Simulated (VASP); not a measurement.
Cu, 2 atoms in the cell. Symmetry: P6_3/mmc, No. 194, hexagonal system. Conventional cell: a = 2.621 Å, b = 2.621 Å, c = 4.012 Å, α = 90.00°, β = 90.00°, γ = 120.00°. Cu (site symmetry -6m2) has 12 Cu at 2.51 to 2.62 Å within 3.3 Å. This isn't the form of Cu at room conditions, which is fcc. This cell differs from its parent crystal: biaxial strain in the a-b plane: +4.0 %, then relaxed in part.

* Program: VASP 6.6.1
* Task: single point
* Functional: PBEsol
* Potentials or basis: VASP PAW PBE potentials, release 64 (Cu)
* Cutoff: 520 eV
* k mesh: 24 × 24 × 12
* Occupations: gaussian, width 0.1 eV
* Spin: no spin polarisation
* Dipole correction: no
* Further INCAR settings: ALGO = Fast; EDIFF = 1e-06; NBANDS = 18

Potentials or basis: VASP PAW PBE potentials, release 64 (Cu).

Launch:

```console
$ cat potpaw_PBE.64/Cu/POTCAR > POTCAR
$ mpirun -np 1 vasp_std > vasp.out
```

Hardware: 1 thread of Intel Xeon 8259CL, with other jobs on the host.

Q: How long does it take, and how much memory?

A: Wall time 4 min on 1 thread of Intel Xeon 8259CL, with other jobs on the host, peak memory 0.26 GiB. Counts: scf iterations 14, k points 427.
